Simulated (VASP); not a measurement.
# Al4As (I4/mmm) in VASP: notebook

Al4As is run at these levels: PBE; tasks: single point, relaxation of cell and atoms.

Everything below comes from runs of VASP 6.6.1. Logs are shortened: lines on timing, memory, paths and dates and some standing lists are left out, and cuts for length are marked.

## 1. The cell of the first run

It takes space group I4/mmm (No. 139, tetragonal). Conventional cell: a = 3.795 Å, b = 3.795 Å, c = 13.119 Å, α = 90.00°, β = 90.00°, γ = 90.00°. Al (site symmetry -4m2) has 8 Al at 2.68 to 2.75 Å within 3.5 Å. Within 3.4 Å of Al (site symmetry 4mm) lie 5 Al at 2.59 to 2.75 Å and 4 As at 2.98 Å. Within 3.9 Å of As (site symmetry 4/mmm) lie 16 Al at 2.98 to 3.79 Å and 4 As at 3.79 Å.

## 2. Single point, PBE

INCAR reads:

```
PREC     = Accurate       # precision mode
ENCUT    = 520            # plane-wave cutoff, eV
EDIFF    = 1E-6           # SCF threshold, eV
ISMEAR   = 0              # smearing method
SIGMA    = 0.1            # smearing width, eV
LREAL    = False          # projectors in reciprocal space
LASPH    = True           # aspherical terms in the spheres
NELM     = 60             # most SCF steps
ALGO     = Normal         # electronic algorithm
ISIF     = 2              # what is computed and relaxed
LWAVE    = False          # write WAVECAR
LCHARG   = False          # write CHGCAR
GGA      = PE             # functional
NBANDS   = 16             # bands
```

KPOINTS reads:

```
regular mesh
0
Gamma
  6 6 6
```

POSCAR reads:

```
Al4As
1.0
   -1.8974624896      1.8974624896      6.5592825911
    1.8974624896     -1.8974624896      6.5592825911
    1.8974624896      1.8974624896     -6.5592825911
Al As
4 1
Direct
    0.7500000000      0.2500000000      0.5000000000
    0.2500000000      0.7500000000      0.5000000000
    0.4014193110      0.4014193110      0.0000000000
    0.5985806890      0.5985806890      0.0000000000
    0.0000000000      0.0000000000      0.0000000000
```

Potentials or basis: VASP PAW PBE potentials, release 64 (Al, As).

On the command line:

```
$ cat potpaw_PBE.64/Al/POTCAR potpaw_PBE.64/As/POTCAR > POTCAR
$ mpirun -np 1 vasp_std > vasp.out
```

OUTCAR:

```text
PREC = Accurate
   ENCUT = 520
   EDIFF = 1E-6
   ISMEAR = 0
   LREAL = False
   LASPH = True
   NELM = 60
   ISIF = 2
   GGA = PE

 ion  position               nearest neighbor table
   1  0.750  0.250  0.500-   2 2.68   2 2.68   2 2.68   2 2.68   3 2.75   4 2.75   4 2.75   3 2.75

   2  0.250  0.750  0.500-   1 2.68   1 2.68   1 2.68   1 2.68   4 2.75   3 2.75   4 2.75   3 2.75

   3  0.401  0.401  0.000-   4 2.59   2 2.75   1 2.75   2 2.75   1 2.75   5 2.98   5 2.98   5 2.98
                             5 2.98
   4  0.599  0.599  0.000-   3 2.59   1 2.75   2 2.75   1 2.75   2 2.75   5 2.98   5 2.98   5 2.98
                             5 2.98
   5  0.000  0.000  0.000-   4 2.98   4 2.98   4 2.98   3 2.98   4 2.98   3 2.98   3 2.98   3 2.98

  LATTYP: Found a body centered tetragonal cell.
 ALAT       =     3.7949249792
 C/A-ratio  =     3.4568707561

  Lattice vectors:

 A1 = (  -1.8974624896,   1.8974624896,   6.5592825911)
 A2 = (   1.8974624896,  -1.8974624896,   6.5592825911)
 A3 = (   1.8974624896,   1.8974624896,  -6.5592825911)

Analysis of symmetry for initial positions (statically):
=====================================================================
 Subroutine PRICEL returns:
 Original cell was already a primitive cell.

 Routine SETGRP: Setting up the symmetry group for a
 body centered tetragonal supercell.

 Subroutine GETGRP returns: Found 16 space group operations
 (whereof 16 operations were pure point group operations)
 out of a pool of 16 trial point group operations.

The static configuration has the point symmetry D_4h.

Analysis of symmetry for dynamics (positions and initial velocities):
=====================================================================
 Subroutine PRICEL returns:
 Original cell was already a primitive cell.

 Routine SETGRP: Setting up the symmetry group for a
 body centered tetragonal supercell.

 Subroutine GETGRP returns: Found 16 space group operations
 (whereof 16 operations were pure point group operations)
 out of a pool of 16 trial point group operations.

The dynamic configuration has the point symmetry D_4h.

 Subroutine INISYM returns: Found 16 space group operations
 (whereof 16 operations are pure point group operations),
 and found     1 'primitive' translations

----------------------------------------------------------------------------------------

                                     Primitive cell

  volume of cell :      94.4632

  direct lattice vectors                    reciprocal lattice vectors
    -1.897462490  1.897462490  6.559282591     0.000000000  0.263509820  0.076227849
     1.897462490 -1.897462490  6.559282591     0.263509820  0.000000000  0.076227849
     1.897462490  1.897462490 -6.559282591     0.263509820  0.263509820  0.000000000

  length of vectors
     7.086953923  7.086953923  7.086953923     0.274313890  0.274313890  0.372659162

  position of ions in fractional coordinates (direct lattice)
     0.750000000  0.250000000  0.500000000
     0.250000000  0.750000000  0.500000000
     0.401419311  0.401419311  0.000000000
     0.598580689  0.598580689  0.000000000
     0.000000000  0.000000000  0.000000000

  ion indices of the primitive-cell ions
   primitive index   ion index
                 1           1
                 2           2
                 3           3
                 4           4
                 5           5

----------------------------------------------------------------------------------------

 KPOINTS: regular mesh

Automatic generation of k-mesh.
 Grid dimensions read from file:
 generate k-points for:    6    6    6

 Generating k-lattice:

  Cartesian coordinates                     Fractional coordinates (reciprocal lattice)
     0.000000000  0.043918303  0.012704641     0.166666667 -0.000000000  0.000000000
     0.043918303  0.000000000  0.012704641    -0.000000000  0.166666667  0.000000000
     0.043918303  0.043918303  0.000000000     0.000000000  0.000000000  0.166666667

  Length of vectors
     0.045718982  0.045718982  0.062109860

  Shift w.r.t. Gamma in fractional coordinates (k-lattice)
     0.000000000  0.000000000  0.000000000

 Subroutine IBZKPT returns following result:
 ===========================================

 Found     30 irreducible k-points:

 Following reciprocal coordinates:
            Coordinates               Weight
  0.000000  0.000000  0.000000      1.000000
  0.166667  0.000000 -0.000000      8.000000
  0.333333  0.000000 -0.000000      8.000000
  0.500000 -0.000000  0.000000      4.000000
  0.166667  0.166667 -0.000000      8.000000
  0.333333  0.166667 -0.000000     16.000000
[... 16 lines left out ...]
 -0.333333 -0.333333  0.166667      8.000000
 -0.166667 -0.333333  0.166667      8.000000
 [... further k-points ...]
   k-points           NKPTS =     30   k-points in BZ     NKDIM =     30   number of bands    NBANDS=     16
   number of dos      NEDOS =    301   number of ions     NIONS =      5
   total plane-waves  NPLWV = 157464
   dimension x,y,z NGX =    54 NGY =   54 NGZ =   54
   dimension x,y,z NGXF=   108 NGYF=  108 NGZF=  108
   ions per type =               4   1
   NGX,Y,Z   is equivalent  to a cutoff of  12.67, 12.67, 12.67 a.u.
   NGXF,Y,Z  is equivalent  to a cutoff of  25.33, 25.33, 25.33 a.u.
 SYSTEM =  unknown system
   PREC   = accura    normal or accurate (medium, high low for compatibility)
   ISTART =      0    job   : 0-new  1-cont  2-samecut
   ICHARG =      2    charge: 1-file 2-atom 10-const
   ISPIN  =      1    spin polarized calculation?
   LNONCOLLINEAR =      F non collinear calculations
   LSORBIT =      F    spin-orbit coupling
   LASPH  =      T    aspherical Exc in radial PAW
   ENCUT  =  520.0 eV  38.22 Ry    6.18 a.u.  13.18 13.18 13.18*2*pi/ulx,y,z
   NELM   =     60;   NELMIN=  2; NELMDL= -5     # of ELM steps
   EDIFF  = 0.1E-05   stopping-criterion for ELM
   LREAL  =      F    real-space projection
   EDIFFG = 0.1E-04   stopping-criterion for IOM
   NSW    =      0    number of steps for IOM
   IBRION =     -1    ionic relax: 0-MD 1-quasi-New 2-CG
   NFREE  =      0    steps in history (QN), initial steepest desc. (CG)
   ISIF   =      2    stress and relaxation
   ISYM   =      2    0-nonsym 1-usesym 2-fastsym
   POTIM  = 0.5000    time-step for ionic-motion
   TEBEG  =    0.0;   TEEND  =   0.0 temperature during run
   PSTRESS=    0.0 pullay stress
   NELECT =      17.0000    total number of electrons
   NUPDOWN=      -1.0000    fix difference up-down
   EMIN   =  10.00;   EMAX   =-10.00  energy-range for DOS
   EFERMI =   0.00;   METHOD = LEGACY
   ISMEAR =     0;   SIGMA  =   0.10  broadening in eV -4-tet -1-fermi 0-gaus
   EFERMI_NEDOS =   21; number of points for ismear=-14 and -15
   IALGO  =     38    algorithm
   IMIX   =      4    mixing-type and parameters
     AMIX     =   0.40;   BMIX     =  1.00
     AMIX_MAG =   1.60;   BMIX_MAG =  1.00
  volume/ion in A,a.u.               =      18.89       127.49
  Fermi-wavevector in a.u.,A,eV,Ry     =   0.924280  1.746636 11.623369  0.854294
  Thomas-Fermi vector in A             =   2.050009
   LORBIT       =      0    0 simple, 1 ext, 2 COOP (PROOUT), +10 PAW based schemes
   GGA     = PE    functional components
   LHFCALC =     F    Hartree Fock is set to
   AEXX    =    0.0000 exact exchange contribution
   IVDW    =     0    specifies the selected vdW correction
   LEPSILON=     F    determine dielectric tensor
   LRPA    =     F    only Hartree local field effects (RPA)
 non-spin polarized calculation
 Gauss-broadening in eV      SIGMA  =   0.10
  energy-cutoff  :      520.00
  volume of cell :       94.46
 maximum number of plane-waves:      2555
 NGX is ok and might be reduce to    54
   NGX = 27   NGY = 27   NGZ = 27

 number of electron      17.0000000 magnetization

 Free energy of the ion-electron system (eV)
  ---------------------------------------------------
  ext. energy  EPLUGINS =         0.00000000
  ---------------------------------------------------
  free energy    TOTEN  =       -18.65766121 eV

  energy without entropy =      -18.65257180  energy(sigma->0) =      -18.65511650

 E-fermi :   6.4024     XC(G=0):  -9.8602

 val. band max:        6.3478613452   @ k =   0.5000   0.5000   0.1667
 cond. band min:       6.4278792919   @ k =   0.1667   0.1667   0.1667
 fundamental gap:      0.0800179467
 Fermi energy:         6.4023782010

 k-point     1 :       0.0000    0.0000    0.0000
  band No.  band energies     occupation
      1      -5.6598      2.00000
      2      -2.5303      2.00000
      3      -0.2554      2.00000
      4       4.0687      2.00000
      5       4.8740      2.00000
      6       4.8740      2.00000
[... 8 lines left out ...]
     15      11.0396      0.00000
     16      12.5339      0.00000

 k-point     2 :       0.1667    0.0000   -0.0000
  band No.  band energies     occupation
      1      -5.4252      2.00000
      2      -2.3750      2.00000
      3       0.1019      2.00000
      4       2.2529      2.00000
      5       3.5687      2.00000
      6       5.0717      2.00000
[... 8 lines left out ...]
     15      10.7010      0.00000
     16      11.2107      0.00000

 k-point     3 :       0.3333    0.0000   -0.0000
  band No.  band energies     occupation
      1      -4.8136      2.00000
      2      -1.9126      2.00000
      3      -0.0511      2.00000
      4       1.3730      2.00000
      5       1.6935      2.00000
      6       5.4961      2.00000
[... 8 lines left out ...]
     15      11.2434      0.00000
     16      12.0573      0.00000

 k-point     4 :       0.5000   -0.0000    0.0000
  band No.  band energies     occupation
      1      -4.3584      2.00000
      2      -1.5954      2.00000
      3      -0.6975      2.00000
      4       0.3628      2.00000
      5       3.1461      2.00000
      6       3.5328      2.00000
[... 8 lines left out ...]
     15      10.3215      0.00000
     16      10.8139      0.00000
[... 324 lines left out ...]
 k-point    22 :      -0.1667    0.5000    0.1667
  band No.  band energies     occupation
      1      -4.7578      2.00000
      2      -2.1298      2.00000
      3      -0.3960      2.00000
      4       1.9481      2.00000
      5       2.6767      2.00000
      6       4.5167      2.00000
[... 8 lines left out ...]
     15      11.1672      0.00000
     16      11.4254      0.00000

 k-point    23 :      -0.3333   -0.3333    0.1667
  band No.  band energies     occupation
      1      -5.1083      2.00000
      2      -2.6392      2.00000
      3       0.8279      2.00000
      4       2.7129      2.00000
      5       3.0586      2.00000
      6       4.1596      2.00000
[... 8 lines left out ...]
     15      11.2474      0.00000
     16      12.5564      0.00000

 k-point    24 :      -0.1667   -0.3333    0.1667
  band No.  band energies     occupation
      1      -5.3603      2.00000
      2      -2.7337      2.00000
      3       0.6425      2.00000
      4       2.3424      2.00000
      5       3.9150      2.00000
      6       4.8979      2.00000
[... 8 lines left out ...]
     15      11.2623      0.00000
     16      12.1573      0.00000

 [... further k-points ...]
[... 5 lines left out ...]
  --------------------------------------------------------------------------------------
  -------------------------------------------------------------------------------------
  Total       -0.0438613     -0.0438613     -0.0396906      0.0000000      0.0000000      0.0000000
  in kB       -0.7439248     -0.7439248     -0.6731860      0.0000000      0.0000000      0.0000000
  external PRESSURE =      -0.7203452 kB  Pullay stress =       0.0000000 kB

 VOLUME and BASIS-vectors are now :
 -----------------------------------------------------------------------------
  energy-cutoff  :      520.00
  volume of cell :       94.46
      direct lattice vectors                 reciprocal lattice vectors
    -1.897462490  1.897462490  6.559282591     0.000000000  0.263509820  0.076227849
     1.897462490 -1.897462490  6.559282591     0.263509820  0.000000000  0.076227849
     1.897462490  1.897462490 -6.559282591     0.263509820  0.263509820  0.000000000

 POSITION                                       TOTAL-FORCE (eV/Angst)
 -----------------------------------------------------------------------------------
      0.00000      1.89746      3.27964         0.000000      0.000000     -0.000000
      1.89746      0.00000      3.27964         0.000000      0.000000     -0.000000
      0.00000      0.00000      5.26605        -0.000000     -0.000000      0.011524
      0.00000      0.00000      7.85252        -0.000000     -0.000000     -0.011524
      0.00000      0.00000      0.00000         0.000000      0.000000     -0.000000
 -----------------------------------------------------------------------------------
    total drift:                                0.000000      0.000000      0.000000

  FREE ENERGIE OF THE ION-ELECTRON SYSTEM (eV)
  ---------------------------------------------------
  free  energy   TOTEN  =       -18.6576612069 eV

  energy  without entropy=      -18.6525717971  energy(sigma->0) =      -18.65511650
```

Wall time 64 s (1 thread of Intel Xeon 6975P-C (Granite Rapids), shared host); peak memory 0.38 GiB.

Results:

| Item | Value |
| --- | --- |
| Free energy | -18.6577 eV |
| Pressure | -0.1 GPa |
| Largest force | 0.012 eV/Å |

Forces on the atoms (eV/Å):
```
Al   0.000  0.000  0.000
Al   0.000  0.000  0.000
Al   0.000  0.000  0.012
Al   0.000  0.000 -0.012
As   0.000  0.000  0.000
```

Caveat: the k points lie up to 0.39 Å⁻¹ apart.

## 3. Single point, PBE

This run uses another cell than the first one, of 20.34 Å³/atom, 1.077 times its volume.

INCAR reads:

```
PREC = Accurate
ENCUT = 520
EDIFF = 1E-6
ISMEAR = 0
SIGMA = 0.1
LREAL = F
LASPH = T
NELM = 80
ALGO = Fast
ISIF = 2
LWAVE = F
LCHARG = F
GGA = PE
NBANDS = 16
```

KPOINTS is that of step 2.

POSCAR reads:

```
Al4As
1.0
   -2.1680932900      2.1680932900      5.4093010500
    2.1680932900     -2.1680932900      5.4093010500
    2.1680932900      2.1680932900     -5.4093010500
Al As
4 1
Direct
    0.7500000000      0.2500000000      0.5000000000
    0.2500000000      0.7500000000      0.5000000000
    0.3957180100      0.3957180100      0.0000000000
    0.6042819900      0.6042819900      0.0000000000
    0.0000000000      0.0000000000      0.0000000000
```

Potentials or basis: VASP PAW PBE potentials, release 64 (Al, As).

On the command line:

```
$ cat potpaw_PBE.64/Al/POTCAR potpaw_PBE.64/As/POTCAR > POTCAR
$ mpirun -np 1 vasp_std > vasp.out
```

Wall time 41 s (1 thread of Intel Xeon 6975P-C (Granite Rapids), shared host); peak memory 0.32 GiB.

It converged, with:

* Free energy: -17.6401 eV
* Pressure: 0.2 GPa
* Largest force: 1.902 eV/Å

Forces on the atoms (eV/Å):
```
Al   0.000  0.000  0.000
Al   0.000  0.000  0.000
Al   0.000  0.000 -1.902
Al   0.000  0.000  1.902
As   0.000  0.000  0.000
```

Stress tensor (GPa, compression positive):
```
-4.91  0.00  0.00
 0.00 -4.91  0.00
 0.00  0.00 10.28
```

Levels at points of the mesh, in eV from the Fermi level:
```tsv
k point	band 5	band 6	band 7	band 8	band 9	band 10	band 11	band 12
(0.00, 0.00, 0.00)	-1.93	-1.93	-1.63	-1.63	-1.08	-0.74	1.22	3.15
(0.50, 0.00, 0.00)	-1.92	-1.42	-1.16	-0.55	-0.18	0.61	1.32	1.49
(0.50, 0.50, 0.00)	-4.99	-4.27	-2.45	-1.58	-1.33	-0.83	2.91	3.89
(0.50, 0.50, 0.50)	-2.91	-1.22	-0.22	-0.13	0.67	0.67	1.87	2.33
```

Caveat: forces of over 1 eV/Å act on the atoms, so gaps and moduli don't describe the material at rest.

(Continued in part 2 of 2.)
